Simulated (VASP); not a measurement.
# AlN (F-43m) in VASP: a series of runs

Runs on AlN. Level: PBE. Tasks: single point, relaxation of cell and atoms.

Everything below comes from runs of VASP 6.6.1. Logs are shortened: lines on timing, memory, paths and dates and some standing lists are left out, and cuts for length are marked.

**1. The cell of the first run**

Symmetry: F-43m, No. 216, cubic system. Conventional cell: a = 4.251 Å, b = 4.251 Å, c = 4.251 Å, α = 90.00°, β = 90.00°, γ = 90.00°. Al (site symmetry -43m) has 4 N at 1.84 Å within 2.4 Å. N (site symmetry -43m) has 4 Al at 1.84 Å within 2.4 Å.

**2. Single point, PBE**

The input, INCAR:

```
SYSTEM = AlN
  ALGO = Normal
  EDIFF = 1E-6
  ENCUT = 600
  GGA = PE
  GGA_COMPAT = .False.
  ISIF = 2
  ISMEAR = 0
  LASPH = .True.
  LCHARG = .False.
  LREAL = .False.
  LWAVE = .False.
  NBANDS = 11
  NELM = 120
  PREC = Accurate
  SIGMA = 0.01
```

The input, KPOINTS:

```
k-points
0
Gamma
  10 10 10
  0 0 0
```

The input, POSCAR:

```
AlN
1.0
    0.0000000000      2.1253883102      2.1253883102
    2.1253883102      0.0000000000      2.1253883102
    2.1253883102      2.1253883102      0.0000000000
Al N
1 1
Direct
    0.0000000000      0.0000000000      0.0000000000
    0.7500000000      0.7500000000      0.7500000000
```

Potentials or basis: VASP PAW PBE potentials, release 64 (Al, N).

On the command line:

```sh
$ cat potpaw_PBE.64/Al/POTCAR potpaw_PBE.64/N/POTCAR > POTCAR
$ mpirun -np 1 vasp_std > vasp.out
```

OUTCAR:

```text
SYSTEM = AlN
   EDIFF = 1E-6
   ENCUT = 600
   GGA = PE
   ISIF = 2
   ISMEAR = 0
   LASPH = .True.
   LREAL = .False.
   NELM = 120
   PREC = Accurate

 ion  position               nearest neighbor table
   1  0.000  0.000  0.000-   2 1.84   2 1.84   2 1.84   2 1.84
   2  0.750  0.750  0.750-   1 1.84   1 1.84   1 1.84   1 1.84

  LATTYP: Found a face centered cubic cell.
 ALAT       =     4.2507766204

  Lattice vectors:

 A1 = (   0.0000000000,   2.1253883102,   2.1253883102)
 A2 = (   2.1253883102,   0.0000000000,   2.1253883102)
 A3 = (   2.1253883102,   2.1253883102,   0.0000000000)

Analysis of symmetry for initial positions (statically):
=====================================================================
 Subroutine PRICEL returns:
 Original cell was already a primitive cell.

 Routine SETGRP: Setting up the symmetry group for a
 face centered cubic supercell.

 Subroutine GETGRP returns: Found 24 space group operations
 (whereof 24 operations were pure point group operations)
 out of a pool of 48 trial point group operations.

The static configuration has the point symmetry T_d .

Analysis of symmetry for dynamics (positions and initial velocities):
=====================================================================
 Subroutine PRICEL returns:
 Original cell was already a primitive cell.

 Routine SETGRP: Setting up the symmetry group for a
 face centered cubic supercell.

 Subroutine GETGRP returns: Found 24 space group operations
 (whereof 24 operations were pure point group operations)
 out of a pool of 48 trial point group operations.

The dynamic configuration has the point symmetry T_d .

 Subroutine INISYM returns: Found 24 space group operations
 (whereof 24 operations are pure point group operations),
 and found     1 'primitive' translations

----------------------------------------------------------------------------------------

                                     Primitive cell

  volume of cell :      19.2019

  direct lattice vectors                    reciprocal lattice vectors
     0.000000000  2.125388310  2.125388310    -0.235251129  0.235251129  0.235251129
     2.125388310  0.000000000  2.125388310     0.235251129 -0.235251129  0.235251129
     2.125388310  2.125388310  0.000000000     0.235251129  0.235251129 -0.235251129

  length of vectors
     3.005752974  3.005752974  3.005752974     0.407466908  0.407466908  0.407466908

  position of ions in fractional coordinates (direct lattice)
     0.000000000  0.000000000  0.000000000
     0.750000000  0.750000000  0.750000000

  ion indices of the primitive-cell ions
   primitive index   ion index
                 1           1
                 2           2

----------------------------------------------------------------------------------------

 KPOINTS: k-points

Automatic generation of k-mesh.
 Grid dimensions read from file:
 generate k-points for:   10   10   10

 Generating k-lattice:

  Cartesian coordinates                     Fractional coordinates (reciprocal lattice)
    -0.023525113  0.023525113  0.023525113     0.100000000  0.000000000  0.000000000
     0.023525113 -0.023525113  0.023525113     0.000000000  0.100000000  0.000000000
     0.023525113  0.023525113 -0.023525113     0.000000000  0.000000000  0.100000000

  Length of vectors
     0.040746691  0.040746691  0.040746691

  Shift w.r.t. Gamma in fractional coordinates (k-lattice)
     0.000000000  0.000000000  0.000000000

 Subroutine IBZKPT returns following result:
 ===========================================

 Found     47 irreducible k-points:

 Following reciprocal coordinates:
            Coordinates               Weight
  0.000000  0.000000  0.000000      1.000000
  0.100000  0.000000  0.000000      8.000000
  0.200000  0.000000  0.000000      8.000000
  0.300000  0.000000  0.000000      8.000000
  0.400000  0.000000  0.000000      8.000000
  0.500000  0.000000  0.000000      4.000000
[... 16 lines left out ...]
  0.300000  0.300000  0.000000      6.000000
  0.400000  0.300000  0.000000     24.000000
 [... further k-points ...]
   k-points           NKPTS =     47   k-points in BZ     NKDIM =     47   number of bands    NBANDS=     11
   number of dos      NEDOS =    301   number of ions     NIONS =      2
   total plane-waves  NPLWV =  13824
   dimension x,y,z NGX =    24 NGY =   24 NGZ =   24
   dimension x,y,z NGXF=    48 NGYF=   48 NGZF=   48
   ions per type =               1   1
   NGX,Y,Z   is equivalent  to a cutoff of  13.27, 13.27, 13.27 a.u.
   NGXF,Y,Z  is equivalent  to a cutoff of  26.55, 26.55, 26.55 a.u.
 SYSTEM =  AlN
   PREC   = accura    normal or accurate (medium, high low for compatibility)
   ISTART =      0    job   : 0-new  1-cont  2-samecut
   ICHARG =      2    charge: 1-file 2-atom 10-const
   ISPIN  =      1    spin polarized calculation?
   LNONCOLLINEAR =      F non collinear calculations
   LSORBIT =      F    spin-orbit coupling
   LASPH  =      T    aspherical Exc in radial PAW
   ENCUT  =  600.0 eV  44.10 Ry    6.64 a.u.   6.00  6.00  6.00*2*pi/ulx,y,z
   NELM   =    120;   NELMIN=  2; NELMDL= -5     # of ELM steps
   EDIFF  = 0.1E-05   stopping-criterion for ELM
   LREAL  =      F    real-space projection
   EDIFFG = 0.1E-04   stopping-criterion for IOM
   NSW    =      0    number of steps for IOM
   IBRION =     -1    ionic relax: 0-MD 1-quasi-New 2-CG
   NFREE  =      0    steps in history (QN), initial steepest desc. (CG)
   ISIF   =      2    stress and relaxation
   ISYM   =      2    0-nonsym 1-usesym 2-fastsym
   POTIM  = 0.5000    time-step for ionic-motion
   TEBEG  =    0.0;   TEEND  =   0.0 temperature during run
   PSTRESS=    0.0 pullay stress
   NELECT =       8.0000    total number of electrons
   NUPDOWN=      -1.0000    fix difference up-down
   EMIN   =  10.00;   EMAX   =-10.00  energy-range for DOS
   EFERMI =   0.00;   METHOD = LEGACY
   ISMEAR =     0;   SIGMA  =   0.01  broadening in eV -4-tet -1-fermi 0-gaus
   EFERMI_NEDOS =   21; number of points for ismear=-14 and -15
   IALGO  =     38    algorithm
   IMIX   =      4    mixing-type and parameters
     AMIX     =   0.40;   BMIX     =  1.00
     AMIX_MAG =   1.60;   BMIX_MAG =  1.00
  volume/ion in A,a.u.               =       9.60        64.79
  Fermi-wavevector in a.u.,A,eV,Ry     =   1.222709  2.310585 20.340954  1.495018
  Thomas-Fermi vector in A             =   2.357846
   LORBIT       =      0    0 simple, 1 ext, 2 COOP (PROOUT), +10 PAW based schemes
   GGA     = PE    functional components
   LHFCALC =     F    Hartree Fock is set to
   AEXX    =    0.0000 exact exchange contribution
   IVDW    =     0    specifies the selected vdW correction
   LEPSILON=     F    determine dielectric tensor
   LRPA    =     F    only Hartree local field effects (RPA)
 non-spin polarized calculation
 Gauss-broadening in eV      SIGMA  =   0.01
  energy-cutoff  :      600.00
  volume of cell :       19.20
 maximum number of plane-waves:       656
   NGX = 13   NGY = 13   NGZ = 13

 number of electron       7.9999999 magnetization

 Free energy of the ion-electron system (eV)
  ---------------------------------------------------
  ext. energy  EPLUGINS =         0.00000000
  ---------------------------------------------------
  free energy    TOTEN  =       -14.69765563 eV

  energy without entropy =      -14.69765563  energy(sigma->0) =      -14.69765563

 E-fermi :   6.8271     XC(G=0): -11.2951

 val. band max:        6.7663052528   @ k =   0.0000   0.0000   0.0000
 cond. band min:      10.1218894717   @ k =   0.5000   0.5000   0.0000
 fundamental gap:      3.3555842189
 Fermi energy:         6.8271301936

 k-point     1 :       0.0000    0.0000    0.0000
  band No.  band energies     occupation
      1      -8.7030      2.00000
      2       6.7663      2.00000
      3       6.7663      2.00000
      4       6.7663      2.00000
      5      11.7057      0.00000
      6      20.1574      0.00000
      7      20.1574      0.00000
      8      20.1574      0.00000
      9      25.1211      0.00000
     10      25.1211      0.00000
     11      26.6932      0.00000

 k-point     2 :       0.1000    0.0000    0.0000
  band No.  band energies     occupation
      1      -8.5421      2.00000
      2       5.9516      2.00000
      3       6.7141      2.00000
      4       6.7141      2.00000
      5      12.3455      0.00000
      6      19.7629      0.00000
      7      20.3009      0.00000
      8      20.3009      0.00000
      9      23.8031      0.00000
     10      23.8031      0.00000
     11      25.8681      0.00000

 k-point     3 :       0.2000    0.0000    0.0000
  band No.  band energies     occupation
      1      -8.0823      2.00000
      2       4.2789      2.00000
      3       6.5838      2.00000
      4       6.5838      2.00000
      5      13.4641      0.00000
      6      18.9286      0.00000
      7      20.1497      0.00000
      8      20.1497      0.00000
      9      23.3151      0.00000
     10      23.3151      0.00000
     11      25.0286      0.00000

 k-point     4 :       0.3000    0.0000    0.0000
  band No.  band energies     occupation
      1      -7.4079      2.00000
      2       2.5219      2.00000
      3       6.4342      2.00000
      4       6.4342      2.00000
      5      14.3097      0.00000
      6      18.0932      0.00000
      7      19.3439      0.00000
      8      19.3439      0.00000
      9      24.5454      0.00000
     10      24.5454      0.00000
     11      24.9532      0.00000

 k-point     5 :       0.4000    0.0000    0.0000
  band No.  band energies     occupation
      1      -6.7210      2.00000
      2       1.1237      2.00000
      3       6.3213      2.00000
      4       6.3213      2.00000
      5      14.7586      0.00000
      6      17.4545      0.00000
      7      18.6737      0.00000
      8      18.6737      0.00000
      9      25.5044      0.00000
     10      26.5442      0.00000
     11      26.5442      0.00000
[... 211 lines left out ...]
 k-point    21 :      -0.3000    0.2000    0.0000
  band No.  band energies     occupation
      1      -6.5510      2.00000
      2       1.9300      2.00000
      3       4.4641      2.00000
      4       6.2394      2.00000
      5      15.0278      0.00000
      6      16.5797      0.00000
      7      19.4387      0.00000
      8      19.6550      0.00000
      9      24.0003      0.00000
     10      26.6439      0.00000
     11      29.1662      0.00000

 k-point    22 :      -0.2000    0.2000    0.0000
  band No.  band energies     occupation
      1      -7.1866      2.00000
      2       2.8574      2.00000
      3       4.9883      2.00000
      4       6.5171      2.00000
      5      14.9439      0.00000
      6      17.3538      0.00000
      7      18.9865      0.00000
      8      19.8645      0.00000
      9      22.4814      0.00000
     10      26.2864      0.00000
     11      29.1123      0.00000

 k-point    23 :       0.3000    0.3000    0.0000
  band No.  band energies     occupation
      1      -6.9906      2.00000
      2       3.1416      2.00000
      3       5.4675      2.00000
      4       5.4675      2.00000
      5      12.3567      0.00000
      6      17.0165      0.00000
      7      19.6078      0.00000
      8      22.2267      0.00000
      9      22.2267      0.00000
     10      27.9790      0.00000
     11      31.9695      0.00000

 k-point    24 :       0.4000    0.3000    0.0000
  band No.  band energies     occupation
      1      -6.4667      2.00000
      2       2.4468      2.00000
      3       4.9794      2.00000
      4       5.2975      2.00000
      5      11.8617      0.00000
      6      16.8401      0.00000
      7      20.0603      0.00000
      8      22.2732      0.00000
      9      22.8542      0.00000
     10      29.0417      0.00000
     11      31.7378      0.00000

 [... further k-points ...]

------------------------ aborting loop because EDIFF is reached ----------------------------------------

  FORCE on cell =-STRESS in cart. coord.  units (eV):
  Direction    XX          YY          ZZ          XY          YZ          ZX
  --------------------------------------------------------------------------------------
  -------------------------------------------------------------------------------------
  Total        2.9578351      2.9578351      2.9578351      0.0000000      0.0000000      0.0000000
  in kB      246.7968905    246.7968905    246.7968905      0.0000000      0.0000000      0.0000000
  external PRESSURE =     246.7968905 kB  Pullay stress =       0.0000000 kB

 VOLUME and BASIS-vectors are now :
 -----------------------------------------------------------------------------
  energy-cutoff  :      600.00
  volume of cell :       19.20
      direct lattice vectors                 reciprocal lattice vectors
     0.000000000  2.125388310  2.125388310    -0.235251129  0.235251129  0.235251129
     2.125388310  0.000000000  2.125388310     0.235251129 -0.235251129  0.235251129
     2.125388310  2.125388310  0.000000000     0.235251129  0.235251129 -0.235251129

 POSITION                                       TOTAL-FORCE (eV/Angst)
 -----------------------------------------------------------------------------------
      0.00000      0.00000      0.00000         0.000000      0.000000      0.000000
      3.18808      3.18808      3.18808        -0.000000     -0.000000     -0.000000
 -----------------------------------------------------------------------------------
    total drift:                               -0.000000     -0.000000     -0.000000

  FREE ENERGIE OF THE ION-ELECTRON SYSTEM (eV)
  ---------------------------------------------------
  free  energy   TOTEN  =       -14.6976556318 eV

  energy  without entropy=      -14.6976556318  energy(sigma->0) =      -14.69765563
```

Run time: 13 s. Hardware: 1 thread of Intel Xeon 8259CL, shared host; peak memory 0.13 GiB.

Results:

```yaml
Free_energy: -14.6977 eV
Pressure: 24.7 GPa
Band_gap_on_the_k_mesh: 3.36 eV (least direct gap 4.94 eV)
```

Levels at points of the mesh, in eV from the valence-band top:
```tsv
k point	band 2	band 3	band 4	band 5	band 6	band 7
(0.00, 0.00, 0.00)	0.00	0.00	0.00	4.94	13.39	13.39
(0.50, 0.00, 0.00)	-6.21	-0.49	-0.49	8.14	10.43	11.67
(0.50, 0.50, 0.00)	-5.16	-1.86	-1.86	3.36	9.11	15.12
```

Caveat: the cell stands under pressure.

(Continued in part 2 of 2.)
